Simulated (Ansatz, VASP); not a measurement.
## BiTe in VASP and in Ansatz

```
Bi Te
1.0
     0.00000    3.23500    3.23500
     3.23500    0.00000    3.23500
     3.23500    3.23500    0.00000
Bi Te
1 1
Direct
  0.00000 0.00000 0.00000
  0.50000 0.50000 0.50000
```

Alike in both runs: functional PBEsol; k mesh 7 × 7 × 7; occupations fermi-dirac, width 0.05 eV; non-collinear spin, spin-orbit coupling.

|  | VASP | Ansatz |
| --- | --- | --- |
| version | VASP 6.6.1 | Ansatz 0.2.0 |
| potentials or method | VASP PAW PBE potentials, release 64 (Bi_d, Te) | Ansatz PAW |
| plane-wave cutoff (eV) | 520 | 420 |
| valence electrons in the cell | 21 | 31 |
| task | single point | band structure |

|  | VASP | Ansatz | Ansatz less VASP |
| --- | --- | --- | --- |
| pressure (GPa) | -0.5 | -0.3 | +0.15 |
| net moment per atom (μB) | 0.00 | 0.00 | 0.000 |

VASP's potentials were made for PBE, not for PBEsol. VASP's potentials hold 21 valence electrons a cell and Ansatz's 31, so a difference there can come from the potentials and not from the codes.
